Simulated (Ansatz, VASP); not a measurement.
## Al in VASP and in Ansatz

File INCAR:

```
SYSTEM = Al
ALGO = Normal
EDIFF = 1E-6
ENCUT = 500
GGA = PS
GGA_COMPAT = .False.
ISIF = 2
ISMEAR = -1
LASPH = .True.
LCHARG = .False.
LREAL = .False.
LWAVE = .False.
NBANDS = 8
NELM = 120
PREC = Accurate
SIGMA = 0.1
```

KPOINTS

```
k-points
0
Gamma
  12 12 12
  0 0 0
```

The input POSCAR:

```
Al
1.0
    2.8635070000      0.0000000000      0.0000000000
    1.4317535000      2.4798698059      0.0000000000
    1.4317535000      0.8266232686      2.3380436750
Al
1
Direct
    0.0000000000      0.0000000000      0.0000000000
```

Input for Ansatz:

```yaml
crystal:
  lattice:
    a: 2.863507
    b: 2.863507
    c: 2.863507
    alpha: 60.0
    beta: 60.0
    gamma: 60.0
  atoms:
    - { symbol: Al, position: [0.0, 0.0, 0.0] }
kpoints:
  mp_grid:
    grid: [12, 12, 12]
hamiltonian:
  xc: pbesol
  pseudopotentials:
    kind: paw
scf:
  occupations:
    method: fermi_dirac
output:
  forces: true
  stress: true
  eigenvalues: true
```

Alike in both runs: task single point; functional PBEsol; k mesh 12 × 12 × 12; no spin polarisation.

|  | VASP | Ansatz |
| --- | --- | --- |
| version | VASP 6.6.1 | Ansatz 0.2.0 |
| potentials or method | VASP PAW PBE potentials, release 64 (Al) | plane waves, PAW |
| plane-wave cutoff (eV) | 500 | 420 |
| occupations | fermi-dirac, width 0.1 eV | fermi-dirac |
| valence electrons in the cell | 3 | 3 |

```csv
,VASP,Ansatz,Ansatz less VASP
gap on the k mesh at the Fermi level (eV),none,none,-
pressure (GPa),-1.8,-1.9,-0.05
```

VASP's potentials were made for PBE, not for PBEsol. A gap of «none» marks a metal or a gap that the smearing closes.
